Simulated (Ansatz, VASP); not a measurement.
## HfH2: VASP beside Ansatz

```
Hf H
1.0
     3.39498    0.00000    0.00000
     0.00000    3.39498    0.00000
     0.00000    0.00000    4.15292
Hf H
2 4
Direct
  0.00000 0.00000 0.00000
  0.50000 0.50000 0.50000
  0.00000 0.50000 0.25000
  0.50000 0.00000 0.25000
  0.50000 0.00000 0.75000
  0.00000 0.50000 0.75000
```

Change from the starting cell: equal strain along all axes, cell held, atoms relaxed: -2.0 %.

Alike in both runs: task single point; functional PBEsol; k mesh 10 × 10 × 8; occupations gaussian, width 0.1 eV; no spin polarisation.

|  | VASP | Ansatz |
| --- | --- | --- |
| version | VASP 6.6.1 | Ansatz 0.2.0 |
| potentials or method | VASP PAW PBE potentials, release 64 (Hf_pv, H), cutoff 520 eV | scalar-relativistic, plane waves, PAW |
| valence electrons in the cell | 24 | 56 |

```tsv
	VASP	Ansatz	Ansatz less VASP
gap on the k mesh at the Fermi level (eV)	none	none	-
pressure (GPa)	10.0	10.6	+0.61
traceless stress, the component that is largest in VASP (GPa)	-1.34	-1.35	-0.006
```

VASP's potentials were made for PBE, not for PBEsol. A gap of «none» marks a metal or a gap that the smearing closes. VASP's potentials hold 24 valence electrons a cell and Ansatz's 56, so a difference there can come from the potentials and not from the codes.

Spin-orbit coupling is off throughout.
